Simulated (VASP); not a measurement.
InSb3: relaxation of cell and atoms with PBEsol

InSb3:

```
CELL_PARAMETERS angstrom
0.00000 3.79455 3.79455
3.79455 0.00000 3.79455
3.79455 3.79455 0.00000
ATOMIC_POSITIONS crystal
In 0.00000 0.00000 0.00000
Sb 0.25000 0.25000 0.25000
Sb 0.75000 0.75000 0.75000
Sb 0.50000 0.50000 0.50000
```

| Property | Result |
| --- | --- |
| Program | VASP 6.6.1 |
| Task | relaxation of cell and atoms |
| Functional | PBEsol |
| Potentials or basis | VASP PAW PBE potentials, release 64 (In_d, Sb) |
| Cutoff | 600 eV |
| k mesh | 11 × 11 × 11 |
| Occupations | fermi-dirac, width 0.05 eV |
| Spin | no spin polarisation |
| Dipole correction | no |
| Further INCAR settings | ALGO = Normal; EDIFF = 1e-06; IBRION = 2; EDIFFG = -0.02; NSW = 60; ISIF = 3 |

```yaml
Relaxed_volume: 25.90 Å³/atom
Relaxed_cell: a = 5.272 Å, b = 5.272 Å, c = 5.272 Å, α = 60.00°, β = 60.00°, γ = 60.00°
Space_group_after_relaxing_to_0.1_Å: Fm-3m (No. 225)
Energy_gained_by_relaxing: 13.2 meV/atom
Ionic_steps: 3
Pressure_after_relaxing: 0.0 GPa
```

The path:
| step | energy change (eV) | largest force (eV/Å) | pressure (GPa) | volume (Å³) |
| --- | --- | --- | --- | --- |
| 1 | 0.0000 | 0.0000 | -2.85 | 109.27 |
| 2 | -0.0466 | 0.0000 | 1.15 | 101.77 |
| 3 | -0.0530 | 0.0000 | 0.01 | 103.61 |

Final structure:
```yaml
crystal:
  lattice:
    - [0.00000, 3.72783, 3.72783]
    - [3.72783, 0.00000, 3.72783]
    - [3.72783, 3.72783, 0.00000]
  atoms:
    - { symbol: In, position: [0.00000, 0.00000, 0.00000] }
    - { symbol: Sb, position: [0.25000, 0.25000, 0.25000] }
    - { symbol: Sb, position: [0.75000, 0.75000, 0.75000] }
    - { symbol: Sb, position: [0.50000, 0.50000, 0.50000] }
```

Levels at points of the mesh, in eV from the Fermi level:
```
           k point  band 11  band 12  band 13  band 14  band 15  band 16  band 17  band 18
(0.00, 0.00, 0.00)    -2.59    -2.49    -2.49    -2.49    -2.09    -0.74    -0.74    -0.74
```

Run time: 2.1 min on 1 thread of Intel(R) Xeon(R) 6975P-C (Granite Rapids) (shared host), peak memory 0.42 GiB.

Caveat: the highest band is partly filled, so the run has too few bands; the PAW data sets were made with another functional, which shifts forces and pressure a little; spin-orbit coupling is left out, which moves the levels of the heavy elements.
